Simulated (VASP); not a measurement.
Set up this calculation in VASP 6.6.1, as the native input.

| Property | Result |
| --- | --- |
| Task | electric field gradients |
| Functional | PBE |
| Potentials or basis | VASP PAW PBE potentials, release 64 (Al) |
| Cutoff | 520 eV |
| k mesh | 14 × 14 × 14 |
| Occupations | fermi-dirac, width 0.05 eV |
| Spin | no spin polarisation |
| Dipole correction | no |
| Further INCAR settings | ALGO = Normal; EDIFF = 1e-08; NBANDS = 8 |

The structure of Al lies in POSCAR:

```
Al
1.0
    0.0000000000      2.0239800000      2.0239800000
    2.0239800000      0.0000000000      2.0239800000
    2.0239800000      2.0239800000      0.0000000000
Al
1
Direct
    0.0000000000      0.0000000000      0.0000000000
```

These files were run (other wordings do the same):

INCAR

```
SYSTEM = Al
PREC     = Accurate       ! precision mode
ENCUT    = 520            ! plane-wave cutoff, eV
EDIFF    = 1E-8           ! SCF threshold, eV
ISMEAR   = -1             ! smearing method
SIGMA    = 0.05           ! smearing width, eV
LREAL    = .False.        ! projectors in reciprocal space
LASPH    = .True.         ! aspherical terms in the spheres
NELM     = 100            ! most SCF steps
ALGO     = Normal         ! electronic algorithm
ISIF     = 2              ! what is computed and relaxed
LWAVE    = .False.        ! write WAVECAR
LCHARG   = .False.        ! write CHGCAR
GGA      = PE             ! functional
LEFG     = .True.       
NBANDS   = 8              ! bands
```

KPOINTS

```
Automatic mesh
0
Gamma
  14 14 14
  0 0 0
```

Potentials or basis: VASP PAW PBE potentials, release 64 (Al).

Command:

```sh
$ cat potpaw_PBE.64/Al/POTCAR > POTCAR
$ mpirun -np 1 vasp_std > vasp.out
```

It gave:

- Pressure: -0.6 GPa

Caveat: without QUAD_EFG the Cq values of the log hold for a quadrupole moment of 1 mb, not for the nuclei.

Run time: 8.4 s on 1 thread of Intel(R) Xeon(R) Platinum 8488C (Sapphire Rapids) (shared host), peak memory 0.14 GiB.
